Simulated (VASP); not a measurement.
The system is Zr3PdSe4.

```
CELL_PARAMETERS angstrom
7.40000 0.00000 0.00000
-3.70000 6.40859 0.00000
0.00000 0.00000 3.59000
ATOMIC_POSITIONS crystal
Zr 0.00000 0.50000 0.00000
Zr 0.50000 0.00000 0.00000
Zr 0.50000 0.50000 0.00000
Pd 0.00000 0.00000 0.00000
Se 0.16667 0.83333 0.50000
Se 0.16667 0.33333 0.50000
Se 0.66667 0.33333 0.50000
Se 0.66667 0.83333 0.50000
```

```yaml
Program: VASP 6.6.1
Task: relaxation of cell and atoms
Functional: PBE
Potentials_or_basis: VASP PAW PBE potentials, release 64 (Zr_sv, Pd, Se)
Cutoff: 600 eV
k_mesh: 2 × 2 × 3
Occupations: gaussian, width 0.15 eV
Spin: no spin polarisation
```

At the start: pressure -4.3 GPa; volume 21.28 Å³/atom.

Problem. Where does the relaxation end?

Solution. Over 9 steps the energy falls by 46.4 meV/atom and the volume is 20.39 Å³/atom (-4.2 %); space group P-6m2 (No. 187, to 0.1 Å) before and after.

The path:
| step | energy change (eV) | largest force (eV/Å) | pressure (GPa) | volume (Å³) |
| --- | --- | --- | --- | --- |
| 1 | 0.0000 | 0.6150 | -4.32 | 170.25 |
| 2 | -0.1058 | 0.5294 | 4.44 | 156.49 |
| 3 | -0.1540 | 0.5825 | 0.96 | 161.19 |
| 4 | -0.2538 | 0.5721 | 1.03 | 160.62 |
| 5 | -0.3204 | 0.1309 | 1.70 | 159.28 |
| 6 | -0.3279 | 0.3062 | 1.43 | 159.68 |
| 7 | -0.3510 | 0.2324 | -1.45 | 164.53 |
| 8 | -0.3540 | 0.2520 | -0.75 | 163.27 |
| 9 | -0.3714 | 0.0091 | -0.07 | 163.16 |

Final structure:
```
Zr Pd Se
1.0
     7.17338    0.00000    0.00000
    -3.58669    6.21233    0.00000
     0.00000    0.00000    3.66122
Zr Pd Se
3 1 4
Cartesian
  -1.6672 3.1790 0.0000
  0.0000 6.0666 0.0000
  1.6672 3.1790 3.6612
  0.0000 0.0000 0.0000
  -1.8080 5.1854 1.8306
  0.0000 2.0538 1.8306
  3.5867 2.0708 1.8306
  1.8080 5.1854 1.8306
```

Caveat: the k points lie up to 0.57 Å⁻¹ apart in the final cell.
